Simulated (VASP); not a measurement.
A run of VASP 6.6.1:

Contents of POSCAR:

```
Pt3Pb
1.0
    4.0103089100      0.0000000000      0.0000000000
    0.0000000000      4.0103089100      0.0000000000
    0.0000000000      0.0000000000      4.0103089100
Pt Pb
3 1
Direct
    0.0000000000      0.5000000000      0.5000000000
    0.5000000000      0.0000000000      0.5000000000
    0.5000000000      0.5000000000      0.0000000000
    0.0000000000      0.0000000000      0.0000000000
```

The input INCAR.step1:

```
SYSTEM = Pt3Pb
PREC = Accurate
ENCUT = 520
ISMEAR = -1
SIGMA = 0.1
LREAL = .FALSE.
LASPH = .TRUE.
NELM = 100
NBANDS = 30
GGA = PE
ALGO = Normal
EDIFF = 1E-4
LWAVE = .TRUE.
LCHARG = .FALSE.
```

The input INCAR.step2:

```
SYSTEM = Pt3Pb
PREC = Accurate
ENCUT = 520
EDIFF = 1E-6
ISMEAR = -1
SIGMA = 0.1
LREAL = .FALSE.
LASPH = .TRUE.
NELM = 100
ALGO = Normal
ISIF = 2
LWAVE = .FALSE.
LCHARG = .FALSE.
METAGGA = R2SCAN
LMIXTAU = .TRUE.
NBANDS = 30
ISTART = 1
```

KPOINTS

```
Automatic mesh
0
G
  8 8 8
  0 0 0
```

Potentials or basis: VASP PAW PBE potentials, release 64 (Pt, Pb_d).

Command:

```bash
$ cat potpaw_PBE.64/Pt/POTCAR potpaw_PBE.64/Pb_d/POTCAR > POTCAR
$ cp INCAR.step1 INCAR
$ mpirun -np 1 vasp_std > vasp.out
$ cp INCAR.step2 INCAR
$ mpirun -np 1 vasp_std > vasp.out
```

Hardware: 1 thread of Intel(R) Xeon(R) Platinum 8375C CPU @ 2.90GHz (Ice Lake) (shared host).

Q: Estimate the wall time of this run.

A: Run time: 2.7 min on 1 thread of Intel(R) Xeon(R) Platinum 8375C CPU @ 2.90GHz (Ice Lake), on a shared host, peak memory 0.2 GiB. Counts: k points 35.
